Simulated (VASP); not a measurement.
Here is a VASP 6.6.1 calculation.

The input INCAR:

```
  PREC = Accurate
  ENCUT = 500
  EDIFF = 1E-6
  ISMEAR = 0
  SIGMA = 0.02
  LREAL = F
  LASPH = T
  NELM = 120
  ALGO = Normal
  ISIF = 2
  LWAVE = F
  LCHARG = F
  NBANDS = 11
  GGA_COMPAT = F
```

KPOINTS

```
regular mesh
0
Gamma
  8 8 8
```

Contents of POSCAR:

```
AlP
1.0
    0.0000000000      2.7168897679      2.7168897679
    2.7168897679      0.0000000000      2.7168897679
    2.7168897679      2.7168897679      0.0000000000
Al P
1 1
Direct
    0.0000000000      0.0000000000      0.0000000000
    0.2500000000      0.2500000000      0.2500000000
```

Potentials or basis: VASP PAW LDA potentials, release 64 (Al, P).

Command:

```console
$ cat potpaw_LDA.64/Al/POTCAR potpaw_LDA.64/P/POTCAR > POTCAR
$ mpirun -np 1 vasp_std > vasp.out
```

(1) Predict the band gap on the k mesh.

(2) Predict the pressure.

Answers

(1) 1.41 eV, indirect (least direct gap 3.24 eV).

(2) 0.1 GPa.
